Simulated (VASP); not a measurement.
# CdS (I4/mmm) in VASP: a series of runs, part 3 of 3

VASP 6.6.1.

## 6. Single point, PBE

This run uses another cell than the first one, of the same volume but with other edges.

File INCAR:

```
ALGO     = Normal         # electronic algorithm
EDIFF    = 1E-6           # SCF threshold, eV
ENCUT    = 520            # plane-wave cutoff, eV
GGA      = PE             # functional
ISIF     = 2              # what is computed and relaxed
ISMEAR   = 0              # smearing method
LASPH    = T              # aspherical terms in the spheres
LCHARG   = F              # write CHGCAR
LREAL    = F              # projectors in reciprocal space
LWAVE    = F              # write WAVECAR
NBANDS   = 16             # bands
NELM     = 60             # most SCF steps
PREC     = Accurate       # precision mode
SIGMA    = 0.03           # smearing width, eV
```

File KPOINTS:

```
k-points
0
Gamma
  12 12 12
```

File POSCAR:

```
CdS
1.0
    0.0000000000      2.4051801731      3.6077702596
    2.4051801731      0.0000000000      3.6077702596
    2.4051801731      2.4051801731      0.0000000000
Cd S
1 1
Direct
    0.0000000000      0.0000000000      0.0000000000
    0.5000000000      0.5000000000      0.5000000000
```

Potentials or basis: VASP PAW PBE potentials, release 64 (Cd, S).

Launch:

```sh
$ cat potpaw_PBE.64/Cd/POTCAR potpaw_PBE.64/S/POTCAR > POTCAR
$ mpirun -np 1 vasp_std > vasp.out
```

OUTCAR:

```text
EDIFF = 1E-6
   ENCUT = 520
   GGA = PE
   ISIF = 2
   ISMEAR = 0
   LASPH = T
   LREAL = F
   NELM = 60
   PREC = Accurate

 ion  position               nearest neighbor table
   1  0.000  0.000  0.000-   2 2.41   2 2.41   2 2.41   2 2.41
   2  0.500  0.500  0.500-   1 2.41   1 2.41   1 2.41   1 2.41

  LATTYP: Found a body centered tetragonal cell.
 ALAT       =     3.4014384207
 C/A-ratio  =     2.1213203435

  Lattice vectors:

 A1 = (  -2.4051801731,   0.0000000000,   3.6077702596)
 A2 = (   2.4051801731,   0.0000000000,   3.6077702596)
 A3 = (   0.0000000000,   2.4051801731,  -3.6077702596)

Analysis of symmetry for initial positions (statically):
=====================================================================
 Subroutine PRICEL returns:
 Original cell was already a primitive cell.

 Routine SETGRP: Setting up the symmetry group for a
 body centered tetragonal supercell.

 Subroutine GETGRP returns: Found 16 space group operations
 (whereof 16 operations were pure point group operations)
 out of a pool of 16 trial point group operations.

The static configuration has the point symmetry D_4h.

Analysis of symmetry for dynamics (positions and initial velocities):
=====================================================================
 Subroutine PRICEL returns:
 Original cell was already a primitive cell.

 Routine SETGRP: Setting up the symmetry group for a
 body centered tetragonal supercell.

 Subroutine GETGRP returns: Found 16 space group operations
 (whereof 16 operations were pure point group operations)
 out of a pool of 16 trial point group operations.

The dynamic configuration has the point symmetry D_4h.

 Subroutine INISYM returns: Found 16 space group operations
 (whereof 16 operations are pure point group operations),
 and found     1 'primitive' translations

[... 105 lines left out ...]
   NELECT =      18.0000    total number of electrons
   NUPDOWN=      -1.0000    fix difference up-down
   EMIN   =  10.00;   EMAX   =-10.00  energy-range for DOS
   EFERMI =   0.00;   METHOD = LEGACY
   ISMEAR =     0;   SIGMA  =   0.03  broadening in eV -4-tet -1-fermi 0-gaus
   EFERMI_NEDOS =   21; number of points for ismear=-14 and -15
   IALGO  =     38    algorithm
   IMIX   =      4    mixing-type and parameters
     AMIX     =   0.40;   BMIX     =  1.00
     AMIX_MAG =   1.60;   BMIX_MAG =  1.00
  volume/ion in A,a.u.               =      20.87       140.84
  Fermi-wavevector in a.u.,A,eV,Ry     =   1.236833  2.337275 20.813583  1.529755
  Thomas-Fermi vector in A             =   2.371425
   LORBIT       =      0    0 simple, 1 ext, 2 COOP (PROOUT), +10 PAW based schemes
   GGA     = PE    functional components
   LHFCALC =     F    Hartree Fock is set to
   AEXX    =    0.0000 exact exchange contribution
   IVDW    =     0    specifies the selected vdW correction
   LEPSILON=     F    determine dielectric tensor
   LRPA    =     F    only Hartree local field effects (RPA)
 non-spin polarized calculation
 Gauss-broadening in eV      SIGMA  =   0.03
  energy-cutoff  :      520.00
  volume of cell :       41.74
 maximum number of plane-waves:      1140
   NGX = 17   NGY = 17   NGZ = 13

 number of electron      18.0000000 magnetization

 Free energy of the ion-electron system (eV)
  ---------------------------------------------------
  ext. energy  EPLUGINS =         0.00000000
  ---------------------------------------------------
  free energy    TOTEN  =        -4.82894288 eV

  energy without entropy =       -4.82867475  energy(sigma->0) =       -4.82880881

 E-fermi :   3.8804     XC(G=0): -10.0331

 val. band max:        3.8789810274   @ k =  -0.4167   0.1667   0.0000
 cond. band min:       3.9068390358   @ k =   0.5000   0.0833   0.0000
 fundamental gap:      0.0278580084
 Fermi energy:         3.8803990212

 k-point     1 :       0.0000    0.0000    0.0000
  band No.  band energies     occupation
      1     -10.9800      2.00000
      2      -5.6076      2.00000
      3      -5.2590      2.00000
      4      -4.9507      2.00000
      5      -4.9507      2.00000
      6      -4.8885      2.00000
[... 433 lines left out ...]
      3      -5.9782      2.00000
      4      -5.3211      2.00000
      5      -4.8753      2.00000
      6      -4.8427      2.00000
[... 8 lines left out ...]
     15      15.6062      0.00000
     16      15.8624      0.00000

 [... further k-points ...]
[... 5 lines left out ...]
  --------------------------------------------------------------------------------------
  -------------------------------------------------------------------------------------
  Total        8.6700360      8.6700360     -0.4390752      0.0000000      0.0000000      0.0000000
  in kB      332.7877894    332.7877894    -16.8533151      0.0000000      0.0000000      0.0000000
  external PRESSURE =     216.2407546 kB  Pullay stress =       0.0000000 kB

 VOLUME and BASIS-vectors are now :
 -----------------------------------------------------------------------------
  energy-cutoff  :      520.00
  volume of cell :       41.74
      direct lattice vectors                 reciprocal lattice vectors
     0.000000000  2.405180173  3.607770260    -0.207884634  0.207884634  0.138589756
     2.405180173  0.000000000  3.607770260     0.207884634 -0.207884634  0.138589756
     2.405180173  2.405180173  0.000000000     0.207884634  0.207884634 -0.138589756

 POSITION                                       TOTAL-FORCE (eV/Angst)
 -----------------------------------------------------------------------------------
      0.00000      0.00000      0.00000         0.000000     -0.000000      0.000000
      2.40518      2.40518      3.60777        -0.000000      0.000000     -0.000000
 -----------------------------------------------------------------------------------
    total drift:                                0.000000     -0.000000     -0.000000

  FREE ENERGIE OF THE ION-ELECTRON SYSTEM (eV)
  ---------------------------------------------------
  free  energy   TOTEN  =        -4.8289428798 eV

  energy  without entropy=       -4.8286747501  energy(sigma->0) =       -4.82880881
```

stdout:

```text
POSCAR found type information on POSCAR CdS
 POSCAR found :  2 types and       2 ions
 scaLAPACK will be used
 LDA part: xc-table for (Slater+PW92), standard interpolation
 POSCAR, INCAR and KPOINTS ok, starting setup
 FFT: planning ... GRIDC
 FFT: planning ... GRID_SOFT
 FFT: planning ... GRID
 WAVECAR not read
 entering main loop
```

Wall time 36 s (1 thread of Intel Xeon 6975P-C (Granite Rapids), shared host); peak memory 0.25 GiB.

What came out:

```yaml
Free_energy: -4.8289 eV
Pressure: 21.6 GPa
Band_gap_on_the_k_mesh: zero (band 9 reaches 4.19 eV, above the bottom of band 10 at 3.10 eV)
```

## 7. Summary

```tsv
cell	gap on the mesh (eV)	pressure (GPa)
a = 4.047, b = 4.047, c = 3.664 Å, angles 63.1, 63.1, 53.8°, 2 atoms	none	4.5
a = 3.793, b = 3.793, c = 4.230 Å, angles 56.1, 56.1, 67.8°, 2 atoms	none	10.0
a = 3.965, b = 3.965, c = 3.772 Å, angles 61.6, 61.6, 56.8°, 2 atoms	none	1.2
a = 3.791, b = 3.791, c = 4.495 Å, angles 53.6, 53.6, 72.7°, 2 atoms	1.29	35.9
a = 4.336, b = 4.336, c = 3.401 Å, angles 66.9, 66.9, 46.2°, 2 atoms	none	21.6
```

Alike in all rows: task single point; level PBE; potentials or basis VASP PAW PBE potentials, release 64 (Cd, S); no spin polarisation; k mesh 12 × 12 × 12; cutoff (eV) 520; smearing gaussian 0.03 eV.

Absolute energies hang on the potentials; compare differences alone.
